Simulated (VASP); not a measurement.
# RbBr in VASP: a series of runs, part 2 of 2

VASP 6.6.1. The steps go on from the part before.

## (4) Single point, PBE

This run uses another cell than the first one, of 42.85 Å³/atom, 1.008 times its volume.

INCAR

```
SYSTEM = RbBr
PREC = Accurate
ENCUT = 500
EDIFF = 1E-6
ISMEAR = 0
SIGMA = 0.15
LREAL = .False.
LASPH = .True.
NELM = 120
ALGO = Normal
ISIF = 2
LWAVE = .False.
LCHARG = .False.
GGA = PE
NBANDS = 15
GGA_COMPAT = .False.
```

KPOINTS

```
regular mesh
0
Gamma
  4 4 4
  0 0 0
```

POSCAR

```
RbBr
1.0
   -2.4833630227      2.4833630227      3.4737470252
    2.4833630227     -2.4833630227      3.4737470252
    2.4833630227      2.4833630227     -3.4737470252
Rb Br
1 1
Direct
    0.0000000000      0.0000000000      0.0000000000
    0.5000000000      0.5000000000      0.0000000000
```

Potentials or basis: VASP PAW PBE potentials, release 64 (Rb_sv, Br).

Run with:

```sh
cat potpaw_PBE.64/Rb_sv/POTCAR potpaw_PBE.64/Br/POTCAR > POTCAR
mpirun -np 1 vasp_std > vasp.out
```

OUTCAR:

```text
SYSTEM = RbBr
   PREC = Accurate
   ENCUT = 500
   EDIFF = 1E-6
   ISMEAR = 0
   LREAL = .False.
   LASPH = .True.
   NELM = 120
   ISIF = 2
   GGA = PE

 ion  position               nearest neighbor table
   1  0.000  0.000  0.000-   2 3.47   2 3.47   2 3.51   2 3.51   2 3.51   2 3.51
   2  0.500  0.500  0.000-   1 3.47   1 3.47   1 3.51   1 3.51   1 3.51   1 3.51

  LATTYP: Found a body centered tetragonal cell.
 ALAT       =     4.9667260454
 C/A-ratio  =     1.3988075821

  Lattice vectors:

 A1 = (  -2.4833630227,   2.4833630227,   3.4737470252)
 A2 = (   2.4833630227,  -2.4833630227,   3.4737470252)
 A3 = (   2.4833630227,   2.4833630227,  -3.4737470252)

Analysis of symmetry for initial positions (statically):
=====================================================================
 Subroutine PRICEL returns:
 Original cell was already a primitive cell.

 Routine SETGRP: Setting up the symmetry group for a
 body centered tetragonal supercell.

 Subroutine GETGRP returns: Found 16 space group operations
 (whereof 16 operations were pure point group operations)
 out of a pool of 16 trial point group operations.

The static configuration has the point symmetry D_4h.

Analysis of symmetry for dynamics (positions and initial velocities):
=====================================================================
 Subroutine PRICEL returns:
 Original cell was already a primitive cell.

 Routine SETGRP: Setting up the symmetry group for a
 body centered tetragonal supercell.

 Subroutine GETGRP returns: Found 16 space group operations
 (whereof 16 operations were pure point group operations)
 out of a pool of 16 trial point group operations.

The dynamic configuration has the point symmetry D_4h.

 Subroutine INISYM returns: Found 16 space group operations
 (whereof 16 operations are pure point group operations),
 and found     1 'primitive' translations

----------------------------------------------------------------------------------------

                                     Primitive cell

  volume of cell :      85.6917

  direct lattice vectors                    reciprocal lattice vectors
    -2.483363023  2.483363023  3.473747025     0.000000000  0.201339875  0.143936791
     2.483363023 -2.483363023  3.473747025     0.201339875  0.000000000  0.143936791
     2.483363023  2.483363023 -3.473747025     0.201339875  0.201339875  0.000000000

  length of vectors
     4.939747180  4.939747180  4.939747180     0.247498576  0.247498576  0.284737582

  position of ions in fractional coordinates (direct lattice)
     0.000000000  0.000000000  0.000000000
     0.500000000  0.500000000  0.000000000

  ion indices of the primitive-cell ions
   primitive index   ion index
                 1           1
                 2           2

----------------------------------------------------------------------------------------

 KPOINTS: regular mesh

Automatic generation of k-mesh.
 Grid dimensions read from file:
 generate k-points for:    4    4    4

 Generating k-lattice:

  Cartesian coordinates                     Fractional coordinates (reciprocal lattice)
     0.000000000  0.050334969  0.035984198     0.250000000  0.000000000  0.000000000
     0.050334969  0.000000000  0.035984198     0.000000000  0.250000000  0.000000000
     0.050334969  0.050334969  0.000000000     0.000000000  0.000000000  0.250000000

  Length of vectors
     0.061874644  0.061874644  0.071184395

[... 25 lines left out ...]
   total plane-waves  NPLWV =  46656
   dimension x,y,z NGX =    36 NGY =   36 NGZ =   36
   dimension x,y,z NGXF=    72 NGYF=   72 NGZF=   72
   ions per type =               1   1
   NGX,Y,Z   is equivalent  to a cutoff of  12.12, 12.12, 12.12 a.u.
   NGXF,Y,Z  is equivalent  to a cutoff of  24.23, 24.23, 24.23 a.u.
 SYSTEM =  RbBr
   PREC   = accura    normal or accurate (medium, high low for compatibility)
   ISTART =      0    job   : 0-new  1-cont  2-samecut
   ICHARG =      2    charge: 1-file 2-atom 10-const
   ISPIN  =      1    spin polarized calculation?
   LNONCOLLINEAR =      F non collinear calculations
   LSORBIT =      F    spin-orbit coupling
   LASPH  =      T    aspherical Exc in radial PAW
   ENCUT  =  500.0 eV  36.75 Ry    6.06 a.u.   9.01  9.01  9.01*2*pi/ulx,y,z
   NELM   =    120;   NELMIN=  2; NELMDL= -5     # of ELM steps
   EDIFF  = 0.1E-05   stopping-criterion for ELM
   LREAL  =      F    real-space projection
   EDIFFG = 0.1E-04   stopping-criterion for IOM
   NSW    =      0    number of steps for IOM
   IBRION =     -1    ionic relax: 0-MD 1-quasi-New 2-CG
   NFREE  =      0    steps in history (QN), initial steepest desc. (CG)
   ISIF   =      2    stress and relaxation
   ISYM   =      2    0-nonsym 1-usesym 2-fastsym
   POTIM  = 0.5000    time-step for ionic-motion
   TEBEG  =    0.0;   TEEND  =   0.0 temperature during run
   PSTRESS=    0.0 pullay stress
   NELECT =      16.0000    total number of electrons
   NUPDOWN=      -1.0000    fix difference up-down
   EMIN   =  10.00;   EMAX   =-10.00  energy-range for DOS
   EFERMI =   0.00;   METHOD = LEGACY
   ISMEAR =     0;   SIGMA  =   0.15  broadening in eV -4-tet -1-fermi 0-gaus
   EFERMI_NEDOS =   21; number of points for ismear=-14 and -15
   IALGO  =     38    algorithm
   IMIX   =      4    mixing-type and parameters
     AMIX     =   0.40;   BMIX     =  1.00
     AMIX_MAG =   1.60;   BMIX_MAG =  1.00
  volume/ion in A,a.u.               =      42.85       289.14
  Fermi-wavevector in a.u.,A,eV,Ry     =   0.935697  1.768211 11.912297  0.875529
  Thomas-Fermi vector in A             =   2.062631
   LORBIT       =      0    0 simple, 1 ext, 2 COOP (PROOUT), +10 PAW based schemes
   GGA     = PE    functional components
   LHFCALC =     F    Hartree Fock is set to
   AEXX    =    0.0000 exact exchange contribution
   IVDW    =     0    specifies the selected vdW correction
   LEPSILON=     F    determine dielectric tensor
   LRPA    =     F    only Hartree local field effects (RPA)
 non-spin polarized calculation
 Gauss-broadening in eV      SIGMA  =   0.15
  energy-cutoff  :      500.00
  volume of cell :       85.69
 maximum number of plane-waves:      2192
   NGX = 17   NGY = 17   NGZ = 17

 number of electron      15.9999999 magnetization

 Free energy of the ion-electron system (eV)
  ---------------------------------------------------
  ext. energy  EPLUGINS =         0.00000000
  ---------------------------------------------------
  free energy    TOTEN  =        -6.11452805 eV

  energy without entropy =       -6.11452805  energy(sigma->0) =       -6.11452805

 E-fermi :  -1.2626     XC(G=0):  -6.9891

 val. band max:       -1.9714311484   @ k =   0.0000   0.0000   0.0000
 cond. band min:       2.2304359020   @ k =   0.0000   0.0000   0.0000
 fundamental gap:      4.2018670504
 Fermi energy:        -1.2625959264

 k-point     1 :       0.0000    0.0000    0.0000
  band No.  band energies     occupation
      1     -26.5278      2.00000
      2     -14.0996      2.00000
      3     -10.5995      2.00000
      4     -10.5995      2.00000
      5     -10.5995      2.00000
      6      -1.9803      2.00000
      7      -1.9803      2.00000
      8      -1.9714      2.00000
      9       2.2304      0.00000
     10       5.2577      0.00000
     11       5.2577      0.00000
     12       5.3194      0.00000
     13       6.0967      0.00000
     14       6.1517      0.00000
[... 203 lines left out ...]
      2     -14.0529      2.00000
      3     -10.7422      2.00000
      4     -10.6576      2.00000
      5     -10.6576      2.00000
      6      -2.4213      2.00000
      7      -2.1396      2.00000
      8      -2.1396      2.00000
      9       3.6791      0.00000
     10       4.9272      0.00000
     11       6.9373      0.00000
     12       7.1161      0.00000
     13       7.2143      0.00000
     14       8.5891      0.00000
     15       8.5891      0.00000

------------------------ aborting loop because EDIFF is reached ----------------------------------------

  FORCE on cell =-STRESS in cart. coord.  units (eV):
  Direction    XX          YY          ZZ          XY          YZ          ZX
  --------------------------------------------------------------------------------------
  -------------------------------------------------------------------------------------
  Total        0.0158895      0.0158895      0.1604443      0.0000000      0.0000000      0.0000000
  in kB        0.2970866      0.2970866      2.9998269      0.0000000      0.0000000      0.0000000
  external PRESSURE =       1.1980000 kB  Pullay stress =       0.0000000 kB

 VOLUME and BASIS-vectors are now :
 -----------------------------------------------------------------------------
  energy-cutoff  :      500.00
  volume of cell :       85.69
      direct lattice vectors                 reciprocal lattice vectors
    -2.483363023  2.483363023  3.473747025     0.000000000  0.201339875  0.143936791
     2.483363023 -2.483363023  3.473747025     0.201339875  0.000000000  0.143936791
     2.483363023  2.483363023 -3.473747025     0.201339875  0.201339875  0.000000000

 POSITION                                       TOTAL-FORCE (eV/Angst)
 -----------------------------------------------------------------------------------
      0.00000      0.00000      0.00000        -0.000000      0.000000     -0.000000
      0.00000      0.00000      3.47375         0.000000     -0.000000      0.000000
 -----------------------------------------------------------------------------------
    total drift:                                0.000000     -0.000000      0.000000

  FREE ENERGIE OF THE ION-ELECTRON SYSTEM (eV)
  ---------------------------------------------------
  free  energy   TOTEN  =        -6.1145280501 eV

  energy  without entropy=       -6.1145280501  energy(sigma->0) =       -6.11452805
```

OSZICAR:

```text
N       E                     dE             d eps       ncg     rms          rms(c)
DAV:   1     0.793480770524E+02    0.79348E+02   -0.63152E+03   390   0.876E+02
DAV:   2    -0.122147960127E+00   -0.79470E+02   -0.73551E+02   525   0.159E+02
DAV:   3    -0.614079010099E+01   -0.60186E+01   -0.59893E+01   510   0.439E+01
DAV:   4    -0.634922479736E+01   -0.20843E+00   -0.20840E+00   605   0.785E+00
DAV:   5    -0.635058681314E+01   -0.13620E-02   -0.13620E-02   517   0.716E-01    0.263E+00
DAV:   6    -0.612019078783E+01    0.23040E+00   -0.28389E-01   516   0.236E+00    0.172E+00
DAV:   7    -0.610107873592E+01    0.19112E-01   -0.12988E-01   516   0.170E+00    0.904E-01
DAV:   8    -0.611363560815E+01   -0.12557E-01   -0.14905E-02   420   0.702E-01    0.114E-01
DAV:   9    -0.611405859585E+01   -0.42299E-03   -0.72663E-04   544   0.133E-01    0.721E-02
DAV:  10    -0.611452061722E+01   -0.46202E-03   -0.60367E-04   404   0.133E-01    0.282E-02
DAV:  11    -0.611452132330E+01   -0.70609E-06   -0.38187E-05   533   0.303E-02    0.813E-03
DAV:  12    -0.611452773367E+01   -0.64104E-05   -0.98302E-06   404   0.181E-02    0.131E-03
DAV:  13    -0.611452805009E+01   -0.31642E-06   -0.38479E-07   440   0.358E-03
   1 F= -.61145281E+01 E0= -.61145281E+01  d E =-.571533E-12
```

stdout:

```text
POSCAR found type information on POSCAR RbBr
 POSCAR found :  2 types and       2 ions
 scaLAPACK will be used
 LDA part: xc-table for (Slater+PW92), standard interpolation
 POSCAR, INCAR and KPOINTS ok, starting setup
 FFT: planning ... GRIDC
 FFT: planning ... GRID_SOFT
 FFT: planning ... GRID
 WAVECAR not read
 entering main loop
```

Run time: 12 s. Hardware: 1 thread of Intel Xeon Platinum 8488C (Sapphire Rapids), shared host; peak memory 0.2 GiB.

What came out:

* Free energy: -6.1145 eV
* Pressure: 0.1 GPa
* Band gap on the k mesh: 4.20 eV, direct

Stress tensor (GPa, compression positive):
```
0.03 0.00 0.00
0.00 0.03 0.00
0.00 0.00 0.30
```

Caveat: the k points lie up to 0.45 Å⁻¹ apart. A hybrid or GW would open this gap; PBE tends to underestimate it.

## (5) Summary

```csv
cell,smearing,gap on the mesh (eV),pressure (GPa)
"a = 4.936 Å, angles 60.0°, 2 atoms",gaussian 0.15 eV,4.23,0.2
"a = 4.956 Å, angles 60.0°, 2 atoms",gaussian 0.1 eV,4.20,0.1
"a = 4.940 Å, angles 119.6, 119.6, 90.6°, 2 atoms",gaussian 0.15 eV,4.20,0.1
```

Alike in all rows: task single point; level PBE; potentials or basis VASP PAW PBE potentials, release 64 (Rb_sv, Br); no spin polarisation; k mesh 4 × 4 × 4; cutoff (eV) 500.

Caveats: some runs use coarse meshes.

Total energies depend on the potentials used, so only differences within one code and one set of settings carry meaning.
